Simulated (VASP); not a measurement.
# Sn4CO5 in VASP: further runs

The runs below take Sn4CO5 through single point, with PBE+D3(BJ).

Everything below comes from runs of VASP 6.6.1. Logs are shortened: lines on timing, memory, paths and dates and some standing lists are left out, and cuts for length are marked.

### 1 The cell of the first run

The cell holds a slab with vacuum, 10 atoms: a = 3.836 Å, b = 6.114 Å, c = 23.272 Å, α = 90.00°, β = 90.00°, γ = 90.00°.

### 2 Single point, PBE+D3(BJ)

INCAR

```
ALGO     = Normal         # electronic algorithm
DIPOL    = 0.5 0.5 0.318
EDIFF    = 1E-7           # SCF threshold, eV
ENCUT    = 520            # plane-wave cutoff, eV
GGA      = PE             # functional
IDIPOL   = 3            
ISIF     = 2              # what is computed and relaxed
ISMEAR   = 0              # smearing method
IVDW     = 12             # dispersion correction
LASPH    = True           # aspherical terms in the spheres
LCHARG   = False          # write CHGCAR
LDIPOL   = True         
LREAL    = False          # projectors in reciprocal space
LWAVE    = False          # write WAVECAR
NBANDS   = 56             # bands
NELM     = 80             # most SCF steps
PREC     = Accurate       # precision mode
SIGMA    = 0.1            # smearing width, eV
```

KPOINTS

```
k-points
0
Gamma
  7 5 1
```

POSCAR

```
Sn4CO5
1.0
    3.8363720854      0.0000000000      0.0000000000
    0.0000000000      6.1139355937      0.0000000000
    0.0000000000      0.0000000000     23.2716647157
O Sn C
5 4 1
Direct
    0.0000000000      0.3937311051      0.1718828476
    0.5000000000      0.5905966576      0.2360622870
    0.0000000000      0.7891442786      0.2999263603
    0.5000000000      0.9914786678      0.3618849282
    1.0000000000      1.2414786678      0.4950941351
    0.5000000000      0.2462583311      0.2031056929
    0.0000000000      0.7380694316      0.2048394417
    0.5000000000      0.6484830883      0.3341121374
    0.0000000000      0.1189669940      0.3308043554
    1.0000000000      1.2414786678      0.5445104538
```

Potentials or basis: VASP PAW PBE potentials, release 64 (O, Sn_d, C).

The run is started by

```sh
cat potpaw_PBE.64/O/POTCAR potpaw_PBE.64/Sn_d/POTCAR potpaw_PBE.64/C/POTCAR > POTCAR
mpirun -np 1 vasp_std > vasp.out
```

OUTCAR:

```text
EDIFF = 1E-7
   ENCUT = 520
   GGA = PE
   ISIF = 2
   ISMEAR = 0
   IVDW = 12
   LASPH = True
   LREAL = False
   NELM = 80
   PREC = Accurate
 IVDW          = 12

 ion  position               nearest neighbor table
   1  0.000  0.394  0.172-   6 2.24   6 2.24   7 2.24
   2  0.500  0.591  0.236-   7 2.24   7 2.24   6 2.24   8 2.31
   3  0.000  0.789  0.300-   9 2.14   7 2.23   8 2.25   8 2.25
   4  0.500  0.991  0.362-   9 2.19   9 2.19   8 2.19
   5  0.000  0.241  0.495-  10 1.15
   6  0.500  0.246  0.203-   1 2.24   1 2.24   2 2.24   7 3.57   7 3.57   9 3.62   9 3.62   7 3.65
                             7 3.65
   7  0.000  0.738  0.205-   3 2.23   2 2.24   2 2.24   1 2.24   6 3.57   6 3.57   8 3.61   8 3.61
                             6 3.65   6 3.65   9 3.74
   8  0.500  0.648  0.334-   4 2.19   3 2.25   3 2.25   2 2.31   9 3.46   9 3.46   7 3.61   7 3.61

   9  0.000  0.119  0.331-   3 2.14   4 2.19   4 2.19   8 3.46   8 3.46   6 3.62   6 3.62   7 3.74

  10  0.000  0.241  0.545-   5 1.15

  LATTYP: Found a simple orthorhombic cell.
 ALAT       =     3.8363720854
 B/A-ratio  =     1.5936763843
 C/A-ratio  =     6.0660603814

  Lattice vectors:

 A1 = (   3.8363720854,   0.0000000000,   0.0000000000)
 A2 = (   0.0000000000,   6.1139355937,   0.0000000000)
 A3 = (   0.0000000000,   0.0000000000,  23.2716647157)

Analysis of symmetry for initial positions (statically):
=====================================================================
 Subroutine PRICEL returns:
 Original cell was already a primitive cell.

 Routine SETGRP: Setting up the symmetry group for a
 simple orthorhombic supercell.

 Subroutine GETGRP returns: Found  2 space group operations
 (whereof  2 operations were pure point group operations)
 out of a pool of  8 trial point group operations.

The static configuration has the point symmetry C_1h.

Analysis of symmetry for dynamics (positions and initial velocities):
=====================================================================
 Subroutine PRICEL returns:
 Original cell was already a primitive cell.

 Routine SETGRP: Setting up the symmetry group for a
 simple orthorhombic supercell.

 Subroutine GETGRP returns: Found  2 space group operations
 (whereof  2 operations were pure point group operations)
 out of a pool of  8 trial point group operations.

The dynamic configuration has the point symmetry C_1h.

 Subroutine INISYM returns: Found  2 space group operations
 (whereof  2 operations are pure point group operations),
 and found     1 'primitive' translations

----------------------------------------------------------------------------------------

                                     Primitive cell

  volume of cell :     545.8446

  direct lattice vectors                    reciprocal lattice vectors
     3.836372085  0.000000000  0.000000000     0.260662933  0.000000000  0.000000000
     0.000000000  6.113935594  0.000000000     0.000000000  0.163560768  0.000000000
     0.000000000  0.000000000 23.271664716     0.000000000  0.000000000  0.042970712

  length of vectors
     3.836372085  6.113935594 23.271664716     0.260662933  0.163560768  0.042970712

  position of ions in fractional coordinates (direct lattice)
     0.000000000  0.393731105  0.171882848
     0.500000000  0.590596658  0.236062287
     0.000000000  0.789144279  0.299926360
     0.500000000  0.991478668  0.361884928
     0.000000000  0.241478668  0.495094135
     0.500000000  0.246258331  0.203105693
     0.000000000  0.738069432  0.204839442
     0.500000000  0.648483088  0.334112137
     0.000000000  0.118966994  0.330804355
     0.000000000  0.241478668  0.544510454

  ion indices of the primitive-cell ions
   primitive index   ion index
                 1           1
                 2           2
                 3           3
                 4           4
                 5           5
                 6           6
                 7           7
                 8           8
                 9           9
                10          10

----------------------------------------------------------------------------------------

 KPOINTS: k-points

Automatic generation of k-mesh.
 Grid dimensions read from file:
 generate k-points for:    7    5    1

 Generating k-lattice:

  Cartesian coordinates                     Fractional coordinates (reciprocal lattice)
     0.037237562  0.000000000  0.000000000     0.142857143  0.000000000  0.000000000
     0.000000000  0.032712154  0.000000000     0.000000000  0.200000000  0.000000000
     0.000000000  0.000000000  0.042970712     0.000000000  0.000000000  1.000000000

  Length of vectors
     0.037237562  0.032712154  0.042970712

  Shift w.r.t. Gamma in fractional coordinates (k-lattice)
     0.000000000  0.000000000  0.000000000

 Subroutine IBZKPT returns following result:
 ===========================================

 Found     12 irreducible k-points:

 Following reciprocal coordinates:
[... 57 lines left out ...]
   LHFCALC =     F    Hartree Fock is set to
   AEXX    =    0.0000 exact exchange contribution
   IVDW    =    12    specifies the selected vdW correction
   LEPSILON=     F    determine dielectric tensor
   LRPA    =     F    only Hartree local field effects (RPA)
 non-spin polarized calculation
 Gauss-broadening in eV      SIGMA  =   0.10
  energy-cutoff  :      520.00
  volume of cell :      545.84
 maximum number of plane-waves:     14732
 NGX is ok and might be reduce to    30
   NGX = 15   NGY = 23   NGZ = 87

 dipolmoment           0.000000      0.000000      0.000016 electrons x Angstroem

 number of electron      90.0000015 magnetization

 dipolmoment           0.000000      0.000000     -0.011927 electrons x Angstroem

 Free energy of the ion-electron system (eV)
  ---------------------------------------------------
  ext. energy  EPLUGINS =         0.00000000
  ---------------------------------------------------
  free energy    TOTEN  =       -59.07794801 eV

  energy without entropy =      -59.07794801  energy(sigma->0) =      -59.07794801

 E-fermi :  -0.8890     XC(G=0):  -3.8822

 val. band max:       -1.3565609361   @ k =   0.0000   0.0000   0.0000
 cond. band min:      -0.4436234856   @ k =   0.0000   0.2000   0.0000
 fundamental gap:      0.9129374505
 Fermi energy:        -0.8889922428

 k-point     1 :       0.0000    0.0000    0.0000
  band No.  band energies     occupation
      1     -26.2725      2.00000
      2     -23.0405      2.00000
      3     -22.9122      2.00000
      4     -22.8809      2.00000
      5     -22.8352      2.00000
      6     -22.7735      2.00000
[... 48 lines left out ...]
     55       3.2651      0.00000
     56       3.4380      0.00000

 k-point     2 :       0.1429    0.0000    0.0000
  band No.  band energies     occupation
      1     -26.2697      2.00000
      2     -23.0347      2.00000
      3     -22.9088      2.00000
      4     -22.8728      2.00000
      5     -22.8337      2.00000
      6     -22.7826      2.00000
[... 48 lines left out ...]
     55       3.1438      0.00000
     56       3.4263      0.00000

 k-point     3 :       0.2857    0.0000    0.0000
  band No.  band energies     occupation
      1     -26.2636      2.00000
      2     -23.0241      2.00000
      3     -22.9071      2.00000
      4     -22.8586      2.00000
      5     -22.8272      2.00000
      6     -22.8003      2.00000
[... 464 lines left out ...]
 k-point    11 :       0.2857    0.4000    0.0000
  band No.  band energies     occupation
      1     -26.2635      2.00000
      2     -23.0268      2.00000
      3     -22.9116      2.00000
      4     -22.8583      2.00000
      5     -22.8256      2.00000
      6     -22.8000      2.00000
[... 48 lines left out ...]
     55       3.4427      0.00000
     56       4.0033      0.00000

 k-point    12 :       0.4286    0.4000    0.0000
  band No.  band energies     occupation
      1     -26.2586      2.00000
      2     -23.0248      2.00000
      3     -22.9244      2.00000
      4     -22.8556      2.00000
      5     -22.8255      2.00000
      6     -22.8027      2.00000
[... 48 lines left out ...]
     55       3.7611      0.00000
     56       4.3058      0.00000

------------------------ aborting loop because EDIFF is reached ----------------------------------------

 vacuum level on the upper side and lower side of the slab       (xc-potential included)        -0.115        -0.024

 Edisp (eV)   -1.28936

 E8    (eV) :    -0.5688

  FORCE on cell =-STRESS in cart. coord.  units (eV):
  Direction    XX          YY          ZZ          XY          YZ          ZX
  --------------------------------------------------------------------------------------
  -------------------------------------------------------------------------------------
  Total      -4.60813    -1.53444    -1.00914     0.00000     0.02008     0.00000
  in kB     -13.52590    -4.50392    -2.96204     0.00000     0.05895     0.00000
  external pressure =       -7.00 kB  Pullay stress =        0.00 kB

 VOLUME and BASIS-vectors are now :
 -----------------------------------------------------------------------------
  energy-cutoff  :      520.00
  volume of cell :      545.84
      direct lattice vectors                 reciprocal lattice vectors
     3.836372085  0.000000000  0.000000000     0.260662933  0.000000000  0.000000000
     0.000000000  6.113935594  0.000000000     0.000000000  0.163560768  0.000000000
     0.000000000  0.000000000 23.271664716     0.000000000  0.000000000  0.042970712

 POSITION                                       TOTAL-FORCE (eV/Angst)
 -----------------------------------------------------------------------------------
      0.00000      2.40725      4.00000         0.000000     -0.330934      0.307728
      1.91819      3.61087      5.49356         0.000000     -0.244808      0.383271
      0.00000      4.82478      6.97979         0.000000     -0.017114      0.002535
      1.91819      6.06184      8.42166         0.000000     -0.012086      0.036853
      0.00000      1.47639     11.52166         0.000000      0.007622      0.692928
      1.91819      1.50561      4.72661         0.000000      1.259601     -0.110053
      0.00000      4.51251      4.76695         0.000000     -0.680083     -0.633335
      1.91819      3.96478      7.77535         0.000000     -0.076645      0.050989
      0.00000      0.72736      7.69837         0.000000      0.100207      0.013554
      0.00000      1.47639     12.67166         0.000000     -0.005760     -0.744471
 -----------------------------------------------------------------------------------
    total drift:                                0.000000      0.000299      0.000115

  FREE ENERGIE OF THE ION-ELECTRON SYSTEM (eV)
  ---------------------------------------------------
  free  energy   TOTEN  =       -60.3673077840 eV

  energy  without entropy=      -60.3673077840  energy(sigma->0) =      -60.36730778

 vacuum level on the upper side and lower side of the slab         3.206         3.296
```

Wall time 18 min (1 thread of Intel Xeon Platinum 8259CL at 2.50GHz (Skylake/Cascade Lake), shared host); peak memory 0.74 GiB.

What came out:

```yaml
Free_energy: -60.3673 eV
Largest_force: 1.264 eV/Å
Band_gap_on_the_k_mesh: 0.91 eV (least direct gap 0.96 eV)
Dispersion_energy_per_atom: -0.129 eV
```

Forces on the atoms (eV/Å):
```
O    0.000 -0.331  0.308
O    0.000 -0.245  0.383
O    0.000 -0.017  0.003
O    0.000 -0.012  0.037
O    0.000  0.008  0.693
Sn   0.000  1.260 -0.110
Sn   0.000 -0.680 -0.633
Sn   0.000 -0.077  0.051
Sn   0.000  0.100  0.014
C    0.000 -0.006 -0.744
```

Caveat: spin-orbit coupling is left out, which moves the levels of the heavy elements.

### 3 Single point, PBE+D3(BJ)

INCAR

```
SYSTEM = Sn4CO5
PREC     = Accurate       ! precision mode
ENCUT    = 520            ! plane-wave cutoff, eV
EDIFF    = 1E-6           ! SCF threshold, eV
ISMEAR   = 0              ! smearing method
SIGMA    = 0.1            ! smearing width, eV
LREAL    = .FALSE.        ! projectors in reciprocal space
LASPH    = .TRUE.         ! aspherical terms in the spheres
NELM     = 100            ! most SCF steps
ALGO     = Normal         ! electronic algorithm
ISIF     = 2              ! what is computed and relaxed
LWAVE    = .FALSE.        ! write WAVECAR
LCHARG   = .FALSE.        ! write CHGCAR
LDIPOL   = .TRUE.       
IDIPOL   = 3            
DIPOL    = 0.5 0.5 0.318
GGA      = PE             ! functional
IVDW     = 12             ! dispersion correction
NBANDS   = 56             ! bands
```

KPOINTS

```
regular mesh
0
G
  7 5 1
  0 0 0
```

Edit POSCAR of step 2 so:

```diff
@@ -12,3 +12,3 @@
     0.5000000000      0.9914786678      0.3618849282
-    1.0000000000      1.2414786678      0.4950941351
+    0.5000000000      1.2414786678      0.4950941351
     0.5000000000      0.2462583311      0.2031056929
@@ -17,2 +17,2 @@
     0.0000000000      0.1189669940      0.3308043554
-    1.0000000000      1.2414786678      0.5445104538
+    0.5000000000      1.2414786678      0.5445104538
```

Potentials or basis: VASP PAW PBE potentials, release 64 (O, Sn_d, C).

The run is started by

```sh
cat potpaw_PBE.64/O/POTCAR potpaw_PBE.64/Sn_d/POTCAR potpaw_PBE.64/C/POTCAR > POTCAR
mpirun -np 1 vasp_std > vasp.out
```

It took 7.4 min on 1 thread of Intel Xeon 6975P-C (Granite Rapids), shared host; peak memory 0.73 GiB.

It converged, with:

| Property | Result |
| --- | --- |
| Free energy | -60.3528 eV |
| Largest force | 1.265 eV/Å |
| Band gap on the k mesh | 0.90 eV (least direct gap 0.95 eV) |
| Dispersion energy per atom | -0.129 eV |

Forces on the atoms (eV/Å):
```
O    0.000 -0.332  0.308
O    0.000 -0.246  0.378
O    0.000 -0.012 -0.002
O    0.000 -0.024  0.016
O    0.000  0.025  0.715
Sn   0.000  1.261 -0.109
Sn   0.000 -0.680 -0.631
Sn   0.000 -0.074  0.054
Sn   0.000  0.092  0.007
C    0.000 -0.010 -0.736
```

Levels at points of the mesh, in eV from the valence-band top:
| k point | band 43 | band 44 | band 45 | band 46 | band 47 | band 48 |
| --- | --- | --- | --- | --- | --- | --- |
| (0.00, 0.00, 0.00) | -2.22 | -0.72 | 0.00 | 0.95 | 2.07 | 2.12 |

Caveat: spin-orbit coupling is left out, which moves the levels of the heavy elements.

### 4 Single point, PBE+D3(BJ)

INCAR

```
SYSTEM = Sn4CO5
PREC = Accurate
ENCUT = 520
EDIFF = 1E-6
ISMEAR = 0
SIGMA = 0.1
LREAL = .FALSE.
LASPH = .TRUE.
NELM = 100
ALGO = Normal
ISIF = 2
LWAVE = .FALSE.
LCHARG = .FALSE.
LDIPOL = .TRUE.
IDIPOL = 3
DIPOL = 0.5 0.5 0.318
GGA = PE
IVDW = 12
NBANDS = 56
```

KPOINTS is that of step 3.

Edit POSCAR of step 3 so:

```diff
@@ -12,3 +12,3 @@
     0.5000000000      0.9914786678      0.3618849282
-    0.5000000000      1.2414786678      0.4950941351
+    0.5000000000      1.7414786678      0.4950941351
     0.5000000000      0.2462583311      0.2031056929
@@ -17,2 +17,2 @@
     0.0000000000      0.1189669940      0.3308043554
-    0.5000000000      1.2414786678      0.5445104538
+    0.5000000000      1.7414786678      0.5445104538
```

The run is started by

```sh
cat potpaw_PBE.64/O/POTCAR potpaw_PBE.64/Sn_d/POTCAR potpaw_PBE.64/C/POTCAR > POTCAR
mpirun -np 1 vasp_std > vasp.out
```

Wall time 7.8 min (1 thread of Intel Xeon 6975P-C (Granite Rapids), shared host); peak memory 0.72 GiB.

Results (log left out):

* Free energy: -60.3506 eV
* Largest force: 1.268 eV/Å
* Band gap on the k mesh: 0.89 eV (least direct gap 0.94 eV)
* Dispersion energy per atom: -0.129 eV

Forces on the atoms (eV/Å):
```
O    0.000 -0.333  0.307
O    0.000 -0.246  0.366
O    0.000  0.001 -0.002
O    0.000  0.013  0.025
O    0.000 -0.018  0.730
Sn   0.000  1.263 -0.107
Sn   0.000 -0.681 -0.631
Sn   0.000 -0.087  0.060
Sn   0.000  0.079 -0.016
C    0.000  0.009 -0.734
```

Levels at points of the mesh, in eV from the valence-band top:
```csv
k point,band 42,band 43,band 44,band 45,band 46,band 47,band 48,band 49
"(0.00, 0.00, 0.00)",-2.24,-2.22,-0.72,0.00,0.94,2.02,2.14,2.59
```

Caveat: spin-orbit coupling is left out, which moves the levels of the heavy elements.

### 5 Single point, PBE+D3(BJ)

INCAR

```
SYSTEM = Sn4CO5
PREC = Accurate
ENCUT = 520
EDIFF = 1E-6
ISMEAR = 0
SIGMA = 0.1
LREAL = .False.
LASPH = .True.
NELM = 60
ALGO = Normal
ISIF = 2
LWAVE = .False.
LCHARG = .False.
LDIPOL = .True.
IDIPOL = 3
DIPOL = 0.5 0.5 0.318
GGA = PE
IVDW = 12
NBANDS = 56
```

KPOINTS

```
Automatic mesh
0
Gamma
  7 5 1
  0 0 0
```

Edit POSCAR of step 4 so:

```diff
@@ -12,3 +12,3 @@
     0.5000000000      0.9914786678      0.3618849282
-    0.5000000000      1.7414786678      0.4950941351
+    0.5000000000      0.9914786678      0.4950941351
     0.5000000000      0.2462583311      0.2031056929
@@ -17,2 +17,2 @@
     0.0000000000      0.1189669940      0.3308043554
-    0.5000000000      1.7414786678      0.5445104538
+    0.5000000000      0.9914786678      0.5445104538
```

The run is started by

```sh
cat potpaw_PBE.64/O/POTCAR potpaw_PBE.64/Sn_d/POTCAR potpaw_PBE.64/C/POTCAR > POTCAR
mpirun -np 1 vasp_std > vasp.out
```

Run time: 19 min. Hardware: 1 thread of Oxide Virtual Turin-like, shared host; peak memory 0.68 GiB.

It converged, with:

```
Free energy                : -60.3256 eV
Largest force              : 1.263 eV/Å
Band gap on the k mesh     : 0.90 eV (least direct gap 0.95 eV)
Dispersion energy per atom : -0.129 eV
```

Forces in eV/Å, atoms in the order of the input:
```
O    0.000 -0.330  0.308
O    0.000 -0.247  0.384
O    0.000 -0.020  0.000
O    0.000 -0.009 -0.069
O    0.000 -0.001  0.795
Sn   0.000  1.258 -0.109
Sn   0.000 -0.679 -0.631
Sn   0.000 -0.049  0.055
Sn   0.000  0.076 -0.003
C    0.000  0.000 -0.729
```

Levels at points of the mesh, in eV from the valence-band top:
```tsv
k point	band 43	band 44	band 45	band 46	band 47	band 48
(0.00, 0.00, 0.00)	-2.22	-0.72	0.00	0.95	2.11	2.13
```

Caveat: spin-orbit coupling is left out, which moves the levels of the heavy elements.

### 6 Overview

```csv
cell,gap on the mesh (eV),largest force (eV/Å)
"as given, atomic positions A",0.91,1.26
"as given, atomic positions B",0.90,1.27
"as given, atomic positions C",0.89,1.27
"as given, atomic positions D",0.90,1.26
```

Alike in all rows: task single point; level PBE+D3(BJ); potentials or basis VASP PAW PBE potentials, release 64 (O, Sn_d, C); no spin polarisation; k mesh 7 × 5 × 1; cutoff (eV) 520; smearing gaussian 0.1 eV.

Caveats: spin-orbit coupling is left out, which moves the levels of the heavy elements.

Absolute energies hang on the potentials; compare differences alone.
